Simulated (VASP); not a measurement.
CS3, 8 atoms in the cell. Symmetry: P6_3/mmc, No. 194, hexagonal system. The conventional cell has a = 6.636 Å, b = 6.636 Å, c = 2.939 Å, α = 90.00°, β = 90.00°, γ = 120.00°. Within 2.9 Å of C (site symmetry -6m2) lie 6 S at 2.16 Å. Within 2.9 Å of S (site symmetry mm2) lie 2 C at 2.16 Å and 6 S at 2.68 to 2.75 Å. 

* Program: VASP 6.6.1
* Task: single point
* Functional: PBE
* Dispersion: D3(BJ)
* Potentials or basis: VASP PAW PBE potentials, release 64 (C, S)
* Cutoff: 520 eV
* k mesh: 3 × 3 × 6
* Occupations: gaussian, width 0.1 eV
* Spin: no spin polarisation
* Dipole correction: no
* Further INCAR settings: ALGO = Normal; EDIFF = 1e-06; NBANDS = 32

Potentials or basis: VASP PAW PBE potentials, release 64 (C, S).

The run is started by

```sh
$ cat potpaw_PBE.64/C/POTCAR potpaw_PBE.64/S/POTCAR > POTCAR
$ mpirun -np 1 vasp_std > vasp.out
```

Hardware: 1 thread of Intel(R) Xeon(R) Platinum 8259CL CPU @ 2.50GHz (Skylake/Cascade Lake), on a shared host.

Problem. Estimate the wall time of this run.

Solution. Wall time 73 s on 1 thread of Intel(R) Xeon(R) Platinum 8259CL CPU @ 2.50GHz (Skylake/Cascade Lake) (shared host), peak memory 0.24 GiB. Counts: scf iterations 14, k points 12.
